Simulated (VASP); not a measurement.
# SnSe (I4/mmm) in VASP: notebook

Runs on SnSe. Level: r2SCAN. Tasks: single point.

Program: VASP 6.6.1. These are calculated values, not measurements. Logs are shortened: lines on timing, memory, paths and dates and some standing lists are left out, and cuts for length are marked.

## (1) The cell of the first run

The structure is tetragonal, space group I4/mmm (No. 139). Conventional cell: a = 4.257 Å, b = 4.257 Å, c = 6.050 Å, α = 90.00°, β = 90.00°, γ = 90.00°. Sn (site symmetry 4/mmm) has 6 Se at 3.01 to 3.03 Å within 4.0 Å. Within 4.0 Å of Se (site symmetry 4/mmm) lie 6 Sn at 3.01 to 3.03 Å.

## (2) Single point, r2SCAN (strain +0.0050 x Voigt [0, 1, 0, 0, 0, 0])

The input, POSCAR:

```
SnSe
1.0
    0.0000000000      3.0250500000      3.0100000000
    3.0100000000      0.0000000000      3.0100000000
    3.0100000000      3.0250500000      0.0000000000
Sn Se
1 1
Direct
    0.0000000000      0.0000000000      0.0000000000
    0.5000000000      0.5000000000      0.5000000000
```

The input, INCAR.step1:

```
PREC     = Accurate       # precision mode
ENCUT    = 520            # plane-wave cutoff, eV
ISMEAR   = 0              # smearing method
SIGMA    = 0.05           # smearing width, eV
LREAL    = False          # projectors in reciprocal space
LASPH    = True           # aspherical terms in the spheres
NELM     = 100            # most SCF steps
NBANDS   = 17             # bands
GGA      = PE             # functional
ALGO     = Normal         # electronic algorithm
EDIFF    = 1E-4           # SCF threshold, eV
LWAVE    = True           # write WAVECAR
LCHARG   = False          # write CHGCAR
```

The input, INCAR.step2:

```
PREC     = Accurate       # precision mode
ENCUT    = 520            # plane-wave cutoff, eV
EDIFF    = 1E-6           # SCF threshold, eV
ISMEAR   = 0              # smearing method
SIGMA    = 0.05           # smearing width, eV
LREAL    = False          # projectors in reciprocal space
LASPH    = True           # aspherical terms in the spheres
NELM     = 100            # most SCF steps
ALGO     = Normal         # electronic algorithm
ISIF     = 2              # what is computed and relaxed
LWAVE    = False          # write WAVECAR
LCHARG   = True           # write CHGCAR
METAGGA  = R2SCAN         # meta-GGA
LMIXTAU  = True         
LELF     = True           # ELF
LVHAR    = True         
NBANDS   = 17             # bands
ISTART   = 1
```

The input, KPOINTS:

```
regular mesh
0
Gamma
  10 10 10
```

Potentials or basis: VASP PAW PBE potentials, release 64 (Sn_d, Se).

Launch:

```
> cat potpaw_PBE.64/Sn_d/POTCAR potpaw_PBE.64/Se/POTCAR > POTCAR
> cp INCAR.step1 INCAR
> mpirun -np 1 vasp_std > vasp.out
> cp INCAR.step2 INCAR
> mpirun -np 1 vasp_std > vasp.out
```

OUTCAR:

```text
PREC = Accurate
   ENCUT = 520
   EDIFF = 1E-6
   ISMEAR = 0
   LREAL = False
   LASPH = True
   NELM = 100
   ISIF = 2
   METAGGA = R2SCAN
   ISTART = 1

 ion  position               nearest neighbor table
   1  0.000  0.000  0.000-   2 3.01   2 3.01   2 3.01   2 3.01   2 3.03   2 3.03
   2  0.500  0.500  0.500-   1 3.01   1 3.01   1 3.01   1 3.01   1 3.03   1 3.03

  LATTYP: Found a body centered tetragonal cell.
 ALAT       =     4.2567828227
 C/A-ratio  =     1.4212846302

  Lattice vectors:

 A1 = (   0.0000000000,  -3.0250500000,   3.0100000000)
 A2 = (   0.0000000000,  -3.0250500000,  -3.0100000000)
 A3 = (   3.0100000000,   3.0250500000,   0.0000000000)

Analysis of symmetry for initial positions (statically):
=====================================================================
 Subroutine PRICEL returns:
 Original cell was already a primitive cell.

 Routine SETGRP: Setting up the symmetry group for a
 body centered tetragonal supercell.

 Subroutine GETGRP returns: Found 16 space group operations
 (whereof 16 operations were pure point group operations)
 out of a pool of 16 trial point group operations.

The static configuration has the point symmetry D_4h.

Analysis of symmetry for dynamics (positions and initial velocities):
=====================================================================
 Subroutine PRICEL returns:
 Original cell was already a primitive cell.

 Routine SETGRP: Setting up the symmetry group for a
 body centered tetragonal supercell.

 Subroutine GETGRP returns: Found 16 space group operations
 (whereof 16 operations were pure point group operations)
 out of a pool of 16 trial point group operations.

The dynamic configuration has the point symmetry D_4h.

 Subroutine INISYM returns: Found 16 space group operations
 (whereof 16 operations are pure point group operations),
 and found     1 'primitive' translations

----------------------------------------------------------------------------------------

                                     Primitive cell

  volume of cell :      54.8145

  direct lattice vectors                    reciprocal lattice vectors
     0.000000000  3.025050000  3.010000000    -0.166112957  0.165286524  0.166112957
     3.010000000  0.000000000  3.010000000     0.166112957 -0.165286524  0.166112957
     3.010000000  3.025050000  0.000000000     0.166112957  0.165286524 -0.166112957

  length of vectors
     4.267438049  4.256782823  4.267438049     0.287239732  0.287239732  0.287239732

  position of ions in fractional coordinates (direct lattice)
     0.000000000  0.000000000  0.000000000
     0.500000000  0.500000000  0.500000000

  ion indices of the primitive-cell ions
   primitive index   ion index
                 1           1
                 2           2

----------------------------------------------------------------------------------------

 KPOINTS: regular mesh

Automatic generation of k-mesh.
 Grid dimensions read from file:
 generate k-points for:   10   10   10

 Generating k-lattice:

  Cartesian coordinates                     Fractional coordinates (reciprocal lattice)
    -0.016611296  0.016528652  0.016611296     0.100000000  0.000000000 -0.000000000
     0.016611296 -0.016528652  0.016611296     0.000000000  0.100000000  0.000000000
     0.016611296  0.016528652 -0.016611296    -0.000000000  0.000000000  0.100000000

  Length of vectors
     0.028723973  0.028723973  0.028723973

  Shift w.r.t. Gamma in fractional coordinates (k-lattice)
     0.000000000  0.000000000  0.000000000

 Subroutine IBZKPT returns following result:
 ===========================================

 Found    102 irreducible k-points:

 Following reciprocal coordinates:
            Coordinates               Weight
  0.000000  0.000000  0.000000      1.000000
  0.100000  0.000000  0.000000      8.000000
  0.200000  0.000000  0.000000      8.000000
  0.300000  0.000000  0.000000      8.000000
  0.400000  0.000000 -0.000000      8.000000
  0.500000  0.000000  0.000000      4.000000
[... 16 lines left out ...]
  0.300000  0.300000  0.000000      4.000000
  0.400000  0.300000 -0.000000     16.000000
 [... further k-points ...]
   k-points           NKPTS =    102   k-points in BZ     NKDIM =    102   number of bands    NBANDS=     17
   number of dos      NEDOS =    301   number of ions     NIONS =      2
   total plane-waves  NPLWV =  32768
   dimension x,y,z NGX =    32 NGY =   32 NGZ =   32
   dimension x,y,z NGXF=    64 NGYF=   64 NGZF=   64
   ions per type =               1   1
   NGX,Y,Z   is equivalent  to a cutoff of  12.47, 12.50, 12.47 a.u.
   NGXF,Y,Z  is equivalent  to a cutoff of  24.93, 24.99, 24.93 a.u.
 SYSTEM =  unknown system
   PREC   = accura    normal or accurate (medium, high low for compatibility)
   ISTART =      1    job   : 0-new  1-cont  2-samecut
   ICHARG =      0    charge: 1-file 2-atom 10-const
   ISPIN  =      1    spin polarized calculation?
   LNONCOLLINEAR =      F non collinear calculations
   LSORBIT =      F    spin-orbit coupling
   LASPH  =      T    aspherical Exc in radial PAW
   ENCUT  =  520.0 eV  38.22 Ry    6.18 a.u.   7.93  7.91  7.93*2*pi/ulx,y,z
   NELM   =    100;   NELMIN=  2; NELMDL=  0     # of ELM steps
   EDIFF  = 0.1E-05   stopping-criterion for ELM
   LREAL  =      F    real-space projection
   EDIFFG = 0.1E-04   stopping-criterion for IOM
   NSW    =      0    number of steps for IOM
   IBRION =     -1    ionic relax: 0-MD 1-quasi-New 2-CG
   NFREE  =      0    steps in history (QN), initial steepest desc. (CG)
   ISIF   =      2    stress and relaxation
   ISYM   =      2    0-nonsym 1-usesym 2-fastsym
   POTIM  = 0.5000    time-step for ionic-motion
   TEBEG  =    0.0;   TEEND  =   0.0 temperature during run
   PSTRESS=    0.0 pullay stress
   NELECT =      20.0000    total number of electrons
   NUPDOWN=      -1.0000    fix difference up-down
   EMIN   =  10.00;   EMAX   =-10.00  energy-range for DOS
   EFERMI =   0.00;   METHOD = LEGACY
   ISMEAR =     0;   SIGMA  =   0.05  broadening in eV -4-tet -1-fermi 0-gaus
   EFERMI_NEDOS =   21; number of points for ismear=-14 and -15
   IALGO  =     38    algorithm
   IMIX   =      4    mixing-type and parameters
     AMIX     =   0.40;   BMIX     =  1.00
     AMIX_MAG =   1.60;   BMIX_MAG =  1.00
  volume/ion in A,a.u.               =      27.41       184.95
  Fermi-wavevector in a.u.,A,eV,Ry     =   1.169822  2.210642 18.619337  1.368483
  Thomas-Fermi vector in A             =   2.306289
   LORBIT       =      0    0 simple, 1 ext, 2 COOP (PROOUT), +10 PAW based schemes
   METAGGA = R2SCAN    functional components
   LHFCALC =     F    Hartree Fock is set to
   AEXX    =    0.0000 exact exchange contribution
   IVDW    =     0    specifies the selected vdW correction
   LEPSILON=     F    determine dielectric tensor
   LRPA    =     F    only Hartree local field effects (RPA)
 non-spin polarized calculation
 Gauss-broadening in eV      SIGMA  =   0.05
  energy-cutoff  :      520.00
  volume of cell :       54.81
 maximum number of plane-waves:      1492
   NGX = 15   NGY = 15   NGZ = 15

 number of electron      20.0000004 magnetization

 Free energy of the ion-electron system (eV)
  ---------------------------------------------------
  ext. energy  EPLUGINS =         0.00000000
  ---------------------------------------------------
  free energy    TOTEN  =       -39.87413963 eV

  energy without entropy =      -39.87413963  energy(sigma->0) =      -39.87413963

 E-fermi :   5.8829     XC(G=0): -10.1633

 val. band max:        5.6576424899   @ k =   0.5000   0.0000   0.0000
 cond. band min:       6.0904831187   @ k =   0.5000   0.0000   0.0000
 fundamental gap:      0.4328406288
 Fermi energy:         5.8828838323

 k-point     1 :       0.0000    0.0000    0.0000
  band No.  band energies     occupation
      1     -16.8969      2.00000
      2     -16.8946      2.00000
      3     -16.8944      2.00000
      4     -16.8944      2.00000
      5     -16.8928      2.00000
      6      -9.0320      2.00000
[... 9 lines left out ...]
     16      11.7144      0.00000
     17      13.9255      0.00000

 k-point     2 :       0.1000    0.0000    0.0000
  band No.  band energies     occupation
      1     -16.8975      2.00000
      2     -16.8954      2.00000
      3     -16.8940      2.00000
      4     -16.8932      2.00000
      5     -16.8920      2.00000
      6      -8.9591      2.00000
[... 9 lines left out ...]
     16      11.9616      0.00000
     17      14.6451      0.00000

 k-point     3 :       0.2000    0.0000    0.0000
  band No.  band energies     occupation
      1     -16.8994      2.00000
      2     -16.8976      2.00000
      3     -16.8931      2.00000
      4     -16.8901      2.00000
      5     -16.8891      2.00000
      6      -8.7540      2.00000
[... 9 lines left out ...]
     16      12.6095      0.00000
     17      16.2653      0.00000

 k-point     4 :       0.3000    0.0000    0.0000
  band No.  band energies     occupation
      1     -16.9020      2.00000
      2     -16.9004      2.00000
      3     -16.8923      2.00000
      4     -16.8861      2.00000
      5     -16.8852      2.00000
      6      -8.4643      2.00000
[... 9 lines left out ...]
     16      13.6185      0.00000
     17      17.9721      0.00000
[... 343 lines left out ...]
      1     -16.9023      2.00000
      2     -16.9007      2.00000
      3     -16.8912      2.00000
      4     -16.8870      2.00000
      5     -16.8850      2.00000
      6      -8.3677      2.00000
[... 9 lines left out ...]
     16      15.4184      0.00000
     17      15.7295      0.00000

 k-point    23 :       0.3000    0.3000    0.0000
  band No.  band energies     occupation
      1     -16.9137      2.00000
      2     -16.8986      2.00000
      3     -16.8913      2.00000
      4     -16.8832      2.00000
      5     -16.8811      2.00000
      6      -8.2738      2.00000
[... 9 lines left out ...]
     16      16.1503      0.00000
     17      16.2568      0.00000

 k-point    24 :       0.4000    0.3000   -0.0000
  band No.  band energies     occupation
      1     -16.9178      2.00000
      2     -16.8985      2.00000
      3     -16.8915      2.00000
      4     -16.8810      2.00000
      5     -16.8787      2.00000
      6      -8.0614      2.00000
[... 9 lines left out ...]
     16      16.7173      0.00000
     17      17.3596      0.00000

 [... further k-points ...]

------------------------ aborting loop because EDIFF is reached ----------------------------------------

  FORCE on cell =-STRESS in cart. coord.  units (eV):
  Direction    XX          YY          ZZ          XY          YZ          ZX
  --------------------------------------------------------------------------------------
  -------------------------------------------------------------------------------------
  Total       -0.0308404     -0.2343080     -0.0308404      0.0000000     -0.0000000      0.0000000
  in kB       -0.9014364     -6.8486051     -0.9014364      0.0000000     -0.0000000      0.0000000
  external PRESSURE =      -2.8838259 kB  Pullay stress =       0.0000000 kB

 VOLUME and BASIS-vectors are now :
 -----------------------------------------------------------------------------
  energy-cutoff  :      520.00
  volume of cell :       54.81
      direct lattice vectors                 reciprocal lattice vectors
     0.000000000  3.025050000  3.010000000    -0.166112957  0.165286524  0.166112957
     3.010000000  0.000000000  3.010000000     0.166112957 -0.165286524  0.166112957
     3.010000000  3.025050000  0.000000000     0.166112957  0.165286524 -0.166112957

 POSITION                                       TOTAL-FORCE (eV/Angst)
 -----------------------------------------------------------------------------------
      0.00000      0.00000      0.00000        -0.000000     -0.000000      0.000000
      3.01000      3.02505      3.01000         0.000000      0.000000     -0.000000
 -----------------------------------------------------------------------------------
    total drift:                                0.000000     -0.000000     -0.000000

  FREE ENERGIE OF THE ION-ELECTRON SYSTEM (eV)
  ---------------------------------------------------
  free  energy   TOTEN  =       -39.8741396332 eV

  energy  without entropy=      -39.8741396332  energy(sigma->0) =      -39.87413963
```

Run time: 1.9 min. Hardware: 1 thread of Intel Xeon 6975P-C (Granite Rapids), shared host; peak memory 0.25 GiB.

What came out:

| Property | Result |
| --- | --- |
| Free energy | -39.8741 eV |
| Pressure | -0.3 GPa |
| Band gap on the k mesh | 0.43 eV, direct |

Stress tensor (GPa, compression positive):
```
-0.09  0.00  0.00
 0.00 -0.68  0.00
 0.00  0.00 -0.09
```

Levels at points of the mesh, in eV from the valence-band top:
```
           k point  band 7  band 8  band 9  band 10  band 11  band 12  band 13  band 14
(0.00, 0.00, 0.00)   -5.28   -2.64   -2.64    -2.59     4.25     4.38     4.38     6.02
(0.50, 0.00, 0.00)   -8.55   -2.36   -2.35     0.00     0.43     1.12     1.15     8.55
(0.50, 0.50, 0.00)   -6.37   -5.92   -4.11    -4.05     3.12     5.36     5.48     6.14
(0.50, 0.00, 0.50)   -6.34   -5.91   -4.07    -4.07     3.14     5.45     5.45     6.07
```

Caveat: the cell differs from its parent crystal (strain +0.0050 x Voigt [0, 1, 0, 0, 0, 0]); the PAW data sets were made with another functional, which shifts forces and pressure a little; spin-orbit coupling is left out, which moves the levels of the heavy elements. A k mesh can miss the band edges.

## (3) Single point, r2SCAN (strain +0.0100 x Voigt [0, 1, 0, 0, 0, 0])

The input, POSCAR:

```
SnSe
1.0
    0.0000000000      3.0401000000      3.0100000000
    3.0100000000      0.0000000000      3.0100000000
    3.0100000000      3.0401000000      0.0000000000
Sn Se
1 1
Direct
    0.0000000000      0.0000000000      0.0000000000
    0.5000000000      0.5000000000      0.5000000000
```

The input, INCAR.step1:

```
ALGO = Normal
EDIFF = 1E-4
ENCUT = 520
GGA = PE
ISMEAR = 0
LASPH = True
LCHARG = False
LREAL = False
LWAVE = True
NBANDS = 17
NELM = 100
PREC = Accurate
SIGMA = 0.05
```

The input, INCAR.step2:

```
ALGO = Normal
EDIFF = 1E-6
ENCUT = 520
ISIF = 2
ISMEAR = 0
ISTART = 1
LASPH = True
LCHARG = False
LMIXTAU = True
LREAL = False
LWAVE = False
METAGGA = R2SCAN
NBANDS = 17
NELM = 100
PREC = Accurate
SIGMA = 0.05
```

The input, KPOINTS:

```
k-points
0
Gamma
  10 10 10
```

Potentials or basis: VASP PAW PBE potentials, release 64 (Sn_d, Se).

Launch:

```
> cat potpaw_PBE.64/Sn_d/POTCAR potpaw_PBE.64/Se/POTCAR > POTCAR
> cp INCAR.step1 INCAR
> mpirun -np 1 vasp_std > vasp.out
> cp INCAR.step2 INCAR
> mpirun -np 1 vasp_std > vasp.out
```

It took 1.7 min on 1 thread of Intel Xeon 6975P-C (Granite Rapids), shared host; peak memory 0.25 GiB.

It converged, with:

```yaml
Free_energy: -39.8725 eV
Pressure: -0.5 GPa
Band_gap_on_the_k_mesh: 0.41 eV, direct
```

Stress tensor (GPa, compression positive):
```
-0.15  0.00  0.00
 0.00 -1.30  0.00
 0.00  0.00 -0.15
```

Levels at points of the mesh, in eV from the valence-band top:
| k point | band 7 | band 8 | band 9 | band 10 | band 11 | band 12 | band 13 | band 14 |
| --- | --- | --- | --- | --- | --- | --- | --- | --- |
| (0.00, 0.00, 0.00) | -5.29 | -2.64 | -2.64 | -2.55 | 4.15 | 4.39 | 4.39 | 6.00 |
| (0.50, 0.00, 0.00) | -8.53 | -2.36 | -2.34 | 0.00 | 0.41 | 1.11 | 1.16 | 8.53 |
| (0.50, 0.50, 0.00) | -6.37 | -5.89 | -4.12 | -4.01 | 3.13 | 5.25 | 5.51 | 6.13 |
| (0.50, 0.00, 0.50) | -6.33 | -5.86 | -4.04 | -4.04 | 3.16 | 5.44 | 5.44 | 5.99 |

Caveat: the cell differs from its parent crystal (strain +0.0100 x Voigt [0, 1, 0, 0, 0, 0]); the PAW data sets were made with another functional, which shifts forces and pressure a little; spin-orbit coupling is left out, which moves the levels of the heavy elements.

(Continued in part 2 of 2.)
